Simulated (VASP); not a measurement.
## Ba2TaS4: single point with PBE

Crystal: Ba2TaS4.

```
Ba Ta S
1.0
     5.29845    0.00000    0.00000
    -2.64922    4.58859    0.00000
     0.00000    0.00000    8.76191
Ba Ta S
2 1 4
Direct
  0.00000 0.00000 0.77907
  0.00000 0.00000 0.22093
  0.00000 0.00000 0.50000
  0.50000 0.00000 0.50000
  0.00000 0.50000 0.50000
  0.50000 0.50000 0.50000
  0.00000 0.00000 0.00000
```

The cell was built from a structure type or drawn by symmetry, and may not be a known phase.

```json
{
 "Program": "VASP 6.6.1",
 "Task": "single point",
 "Functional": "PBE",
 "Potentials or basis": "VASP PAW PBE potentials, release 64 (Ba_sv, Ta_pv, S)",
 "Cutoff": "520 eV",
 "k mesh": "6 × 6 × 2",
 "Occupations": "gaussian, width 0.1 eV",
 "Spin": "collinear spin",
 "Starting moments": "[0.0, 0.0, 1.0, 0.0, 0.0, 0.0, 0.0] μB"
}
```

The pressure is 31.7 GPa, the largest force is 20.645 eV/Å and the net moment is 0.00 μB per cell. The valence electrons inside the program's atomic spheres are Ba 9.27; Ta 9.14; S 3.63, 4.30 (each value once).

Forces on the atoms (eV/Å):
```
Ba    0.000   0.000 -20.645
Ba    0.000   0.000  20.645
Ta    0.000   0.000   0.000
S     0.000   0.000   0.000
S     0.000   0.000   0.000
S     0.000   0.000   0.000
S     0.000   0.000   0.000
```

Stress tensor (GPa, compression positive):
```
-0.07  0.00  0.00
 0.00 -0.07  0.00
 0.00  0.00 95.39
```

Levels at points of the mesh, in eV from the Fermi level:
Spin up:
| k point | band 25 | band 26 | band 27 | band 28 | band 29 | band 30 |
| --- | --- | --- | --- | --- | --- | --- |
| (0.00, 0.00, 0.00) | -1.93 | -1.26 | -0.39 | 0.06 | 0.29 | 0.59 |
| (0.50, 0.00, 0.00) | -2.70 | -0.34 | -0.21 | -0.19 | 0.04 | 0.78 |
| (0.00, 0.00, 0.50) | -0.81 | -0.81 | -0.62 | 0.06 | 0.29 | 0.61 |
| (0.50, 0.00, 0.50) | -2.68 | -2.43 | 0.27 | 0.61 | 0.71 | 0.74 |
Spin down:
| k point | band 23 | band 24 | band 25 | band 26 | band 27 | band 28 | band 29 | band 30 | band 31 | band 32 |
| --- | --- | --- | --- | --- | --- | --- | --- | --- | --- | --- |
| (0.00, 0.00, 0.00) | -2.17 | -1.93 | -1.93 | -1.26 | -0.39 | 0.06 | 0.29 | 0.59 | 0.59 | 1.95 |
| (0.50, 0.00, 0.00) | -3.41 | -3.06 | -2.70 | -0.34 | -0.21 | -0.19 | 0.04 | 0.78 | 1.34 | 1.77 |
| (0.00, 0.00, 0.50) | -2.18 | -2.18 | -0.81 | -0.81 | -0.62 | 0.06 | 0.29 | 0.61 | 0.61 | 0.81 |
| (0.50, 0.00, 0.50) | -3.51 | -2.71 | -2.68 | -2.43 | 0.27 | 0.61 | 0.71 | 0.74 | 1.34 | 1.55 |

It took 5.1 min on 1 thread of Intel(R) Xeon(R) Platinum 8375C CPU @ 2.90GHz (Ice Lake), with other jobs on the host, peak memory 0.51 GiB.

Caveat: the cell stands under pressure; spin-orbit coupling is left out, which moves the levels of the heavy elements; forces of over 1 eV/Å act on the atoms, so gaps and moduli don't describe the material at rest.
